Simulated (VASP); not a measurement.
A run of VASP 6.6.1 is set up as follows.

INCAR

```
SYSTEM = In
PREC = Accurate ; ENCUT = 520
EDIFF = 1E-7 ; ISMEAR = 0
SIGMA = 0.1 ; LREAL = .FALSE.
LASPH = .TRUE. ; NELM = 100
ALGO = Normal ; ISIF = 2
LWAVE = .FALSE. ; LCHARG = .FALSE.
GGA = PS ; NBANDS = 12
```

Contents of KPOINTS:

```
Automatic mesh
0
G
  20 20 20
  0 0 0
```

File POSCAR:

```
In
1.0
    0.0000000000      2.3312330677      2.4521979294
    2.2344720706      0.0000000000      2.4521979294
    2.2344720706      2.3312330677      0.0000000000
In
1
Direct
    0.0000000000      0.0000000000      0.0000000000
```

Potentials or basis: VASP PAW PBE potentials, release 64 (In_d).

The run is started by

```sh
$ cat potpaw_PBE.64/In_d/POTCAR > POTCAR
$ mpirun -np 1 vasp_std > vasp.out
```

(1) Predict the band gap on the k mesh.

(2) Estimate the pressure.

## Answers

(1) zero (an odd number of electrons rules out a gap without spin polarisation).

(2) -0.1 GPa.

Caveat: the PAW data sets were made with another functional, which shifts forces and pressure a little; spin-orbit coupling is left out, which moves the levels of the heavy elements.
